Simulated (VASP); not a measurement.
A run of VASP 6.6.1 is set up as follows.

POSCAR

```
NaI
1.0
    5.5227248458      0.0000000000      0.0000000000
   -2.7613624229      4.7828200146      0.0000000000
    0.0000000000      0.0000000000      6.5858309755
Na I
2 2
Direct
    0.3333333333      0.6666666667     -0.0625516429
    0.6666666667      0.3333333333      0.4374483571
    0.3333333333      0.6666666667      0.4375516429
    0.6666666667      0.3333333333      0.9375516429
```

INCAR.step1

```
SYSTEM = NaI
ALGO = Normal
EDIFF = 1E-4
ENCUT = 520
GGA = PE
ISMEAR = 0
LASPH = .True.
LCHARG = .False.
LREAL = .False.
LWAVE = .True.
NBANDS = 22
NELM = 80
PREC = Accurate
SIGMA = 0.01
```

The input INCAR.step2:

```
SYSTEM = NaI
ALGO = Normal
EDIFF = 1E-6
ENCUT = 520
ISIF = 2
ISMEAR = 0
ISTART = 1
LASPH = .True.
LCHARG = .False.
LMIXTAU = .True.
LREAL = .False.
LWAVE = .False.
METAGGA = R2SCAN
NBANDS = 22
NELM = 80
PREC = Accurate
SIGMA = 0.01
```

The input KPOINTS:

```
k-points
0
Gamma
  6 6 4
  0 0 0
```

Potentials or basis: VASP PAW PBE potentials, release 64 (Na_pv, I).

Command:

```console
$ cat potpaw_PBE.64/Na_pv/POTCAR potpaw_PBE.64/I/POTCAR > POTCAR
$ cp INCAR.step1 INCAR
$ mpirun -np 1 vasp_std > vasp.out
$ cp INCAR.step2 INCAR
$ mpirun -np 1 vasp_std > vasp.out
```

**Question.** Predict the pressure.

**Answer.** -0.7 GPa.

**Question.** Estimate the largest force.

**Answer.** 0.015 eV/Å.

**Question.** Predict the band gap on the k mesh.

**Answer.** 4.11 eV.

Stress tensor (GPa, compression positive):
```
-0.66  0.00  0.00
 0.00 -0.66  0.00
 0.00  0.00 -0.75
```

Caveat: the PAW data sets were made with another functional, which shifts forces and pressure a little; spin-orbit coupling is left out, which moves the levels of the heavy elements. A k mesh can miss the band edges.
